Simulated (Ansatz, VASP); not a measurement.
# Two plane-wave programs on Pt

```
Pt
1.0
     2.83751    0.00000    0.00000
    -1.41875    2.45736    0.00000
     0.00000    0.00000    4.86621
Pt
2
Cartesian
  0.0000 1.6382 1.2166
  1.4188 0.8191 3.6497
```

Alike in both runs: task single point; functional PBEsol; k mesh 15 × 15 × 8; occupations fermi-dirac, width 0.1 eV; no spin polarisation.

```csv
,VASP,Ansatz
version,VASP 6.6.1,Ansatz 0.2.0
potentials or method,"VASP PAW PBE potentials, release 64 (Pt), cutoff 520 eV","plane waves (420 eV) with PAW, scalar-relativistic"
valence electrons in the cell,20,36
```

```csv
,VASP,Ansatz,Ansatz less VASP
pressure (GPa),-23.7,-23.3,+0.33
"traceless stress, the component that is largest in VASP (GPa)",1.48,1.59,+0.110
```

VASP's potentials were made for PBE, not for PBEsol, and Ansatz warns of the same on its side. VASP's potentials hold 20 valence electrons a cell and Ansatz's 36, so a difference there can come from the potentials and not from the codes.

Spin-orbit coupling is off throughout.
